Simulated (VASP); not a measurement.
Input of a VASP 6.6.1 run:

Contents of INCAR:

```
ALGO = Normal ; EDIFF = 1E-6
ENCUT = 520 ; GGA = PE
ISIF = 2 ; ISMEAR = -1
LASPH = T ; LCHARG = T
LELF = T ; LREAL = F
LVHAR = T ; LWAVE = F
NBANDS = 41 ; NELM = 60
PREC = Accurate ; SIGMA = 0.05
```

File KPOINTS:

```
k-points
0
Gamma
  9 9 2
```

The input POSCAR:

```
ZnW2Se4
1.0
    3.2436343919      0.0000000000      0.0000000000
   -1.6218171959      2.8090697839      0.0000000000
    0.0000000000      0.0000000000     17.5914123130
W Se Zn
2 4 1
Direct
    0.3333333333      0.6666666667      0.2404290000
    0.0000000000      0.0000000000      0.7742570000
    0.0000000000      0.0000000000      0.3346640000
    0.3333333333      0.6666666667      0.6800160000
    0.3333333333      0.6666666667      0.8682090000
    0.0000000000      0.0000000000      0.1462720000
    0.0000000000      0.0000000000      0.5131540000
```

Potentials or basis: VASP PAW PBE potentials, release 64 (W_sv, Se, Zn).

Launch:

```bash
$ cat potpaw_PBE.64/W_sv/POTCAR potpaw_PBE.64/Se/POTCAR potpaw_PBE.64/Zn/POTCAR > POTCAR
$ mpirun -np 1 vasp_std > vasp.out
```

Problem. Predict the pressure.

Solution. 6.6 GPa.

Problem. Predict the band gap on the k mesh.

Solution. 0.16 eV (least direct gap 0.27 eV).

Stress tensor (GPa, compression positive):
```
6.11 0.00 0.00
0.00 6.11 0.00
0.00 0.00 7.51
```

Caveat: the cell stands under pressure; spin-orbit coupling is left out, which moves the levels of the heavy elements; forces of over 1 eV/Å act on the atoms, so gaps and moduli don't describe the material at rest. A k mesh can miss the band edges.
